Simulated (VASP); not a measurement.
Write the native input for VASP 6.6.1 that does the following.

* Task: single point
* Functional: PBE
* Potentials or basis: VASP PAW PBE potentials, release 64 (Ge_d)
* Cutoff: 520 eV
* k mesh: 12 × 12 × 8
* Occupations: gaussian, width 0.15 eV
* Spin: no spin polarisation
* Dipole correction: no
* Further INCAR settings: ALGO = Normal; EDIFF = 1e-06; NBANDS = 21

The structure of Ge lies in POSCAR:

```
Ge
1.0
   -0.0467713906      0.0101661367     -2.7116106015
    2.8254377309      0.0091115505      0.0490233073
   -0.0165549905     -5.1746696721      0.0193604265
Ge
2
Direct
   -0.0217578670      0.5002090768      0.0082227629
    0.0217578670     -0.0002090768      0.4917772371
```

This cell differs from its parent crystal: atoms moved at random and the cell strained at random.

These files were run (other wordings do the same):

INCAR

```
SYSTEM = Ge
PREC = Accurate
ENCUT = 520
EDIFF = 1E-6
ISMEAR = 0
SIGMA = 0.15
LREAL = .False.
LASPH = .True.
NELM = 100
ALGO = Normal
ISIF = 2
LWAVE = .False.
LCHARG = .False.
GGA = PE
NBANDS = 21
```

KPOINTS

```
Automatic mesh
0
Gamma
  12 12 8
  0 0 0
```

Potentials or basis: VASP PAW PBE potentials, release 64 (Ge_d).

Launch:

```sh
$ cat potpaw_PBE.64/Ge_d/POTCAR > POTCAR
$ mpirun -np 1 vasp_std > vasp.out
```

It gave:

| Quantity | Value |
| --- | --- |
| Pressure | -1.2 GPa |
| Largest force | 0.157 eV/Å |
| Band gap on the k mesh | zero (band 14 reaches 11.10 eV, above the bottom of band 15 at 4.01 eV) |

Caveat: the cell differs from its parent crystal (atoms moved at random and the cell strained at random).

Wall time 7.4 min on 1 thread of AMD EPYC 7R13, with other jobs on the host, peak memory 0.45 GiB.
